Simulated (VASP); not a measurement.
The system is C.

```
CELL_PARAMETERS angstrom
0.00000 1.80684 1.80684
1.80684 0.00000 1.80684
1.80684 1.80684 0.00000
ATOMIC_POSITIONS crystal
C 0.75000 0.75000 0.75000
C 0.50000 0.50000 0.50000
```

Program: VASP 6.6.1. Alike in all runs: task single point; cell as given; cutoff (eV) 520.

**Question.** Order these runs on this cell by their pressure, lowest first.
A. level LDA; potentials or basis VASP PAW LDA potentials, release 64 (C); spin off; k mesh 13 × 13 × 13; smearing fermi-dirac 0.05 eV
B. level LDA; potentials or basis VASP PAW LDA potentials, release 64 (C); spin collinear, ferromagnetic start; fixed moment (μB) 1.0; k mesh 13 × 13 × 13; smearing tetrahedron
C. level r2SCAN+rVV10; potentials or basis VASP PAW PBE potentials, release 64 (C); spin off; k mesh 13 × 13 × 13; smearing fermi-dirac 0.05 eV
D. level BLYP+D4; potentials or basis VASP PAW PBE potentials, release 64 (C); spin off; k mesh 13 × 13 × 13; smearing fermi-dirac 0.05 eV
E. level PBE0; potentials or basis VASP PAW PBE potentials, release 64 (C); spin off; k mesh 7 × 7 × 7; smearing fermi-dirac 0.05 eV; grid for exact exchange (PRECFOCK) Normal

**Answer.** A (-27.1 GPa), E (-23.7 GPa), C (-18.5 GPa), D (-14.6 GPa), B (8.6 GPa).

Caveats: some runs use coarse meshes; the PAW data sets were made with another functional, which shifts forces and pressure a little (some runs); the total moment is fixed, so each spin has its own Fermi level (some runs).
